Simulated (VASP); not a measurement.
Runs of VASP 6.6.1 on Si. The structure is that of space group Fd-3m (No. 227), or close to it. The cells are those of the table. 

```tsv
level	spin	cell	k mesh	smearing	grid for exact exchange (PRECFOCK)	screening parameter	gap on the mesh (eV)	pressure (GPa)
HSE06	off	a = 3.868 Å, angles 60.0°, 2 atoms	4 × 4 × 4	fermi-dirac 0.02 eV	Normal	0.2079 1/Å	1.37	-1.4
HSE06	off	a = 3.762 Å, angles 60.0°, 2 atoms	4 × 4 × 4	fermi-dirac 0.05 eV	Normal	0.2079 1/Å	1.20	7.9
PBE	non-collinear, zero start, SOC	a = 3.868 Å, angles 60.0°, 2 atoms	6 × 6 × 6	fermi-dirac 0.02 eV	-	-	-	0.0
HSE06	off	a = 3.868 Å, angles 60.0°, 2 atoms	2 × 2 × 2	fermi-dirac 0.02 eV	Normal	0.2079 1/Å	1.66	(a)
HSE06	off	a = 3.868 Å, angles 60.0°, 2 atoms	3 × 3 × 3	fermi-dirac 0.02 eV	Normal	0.2079 1/Å	1.45	-0.1
HSE06	off	a = 3.842 Å, angles 60.0°, 2 atoms	4 × 4 × 4	fermi-dirac 0.05 eV	Normal	0.2079 1/Å	(b)	0.6
HSE06	off	a = 3.802 Å, angles 60.0°, 2 atoms	4 × 4 × 4	fermi-dirac 0.05 eV	Normal	0.2079 1/Å	1.27	4.0
PBE	off	a = 3.868 Å, angles 60.0°, 2 atoms	8 × 8 × 8	fermi-dirac 0.1 eV	-	-	0.65	-0.1
PBE	off	a = 3.868 Å, angles 60.0°, 2 atoms	6 × 6 × 6	fermi-dirac 0.02 eV	-	-	0.75	0.0
```

Alike in all rows: task single point; potentials or basis VASP PAW PBE potentials, release 64 (Si); cutoff (eV) 520.

**Question.** Fill in the values left out.

**Answer.** (a) 5.1; (b) 1.33.

Caveats: some runs use coarse meshes; the PAW data sets were made with another functional, which shifts forces and pressure a little (some runs).

A k mesh can miss the band edges.
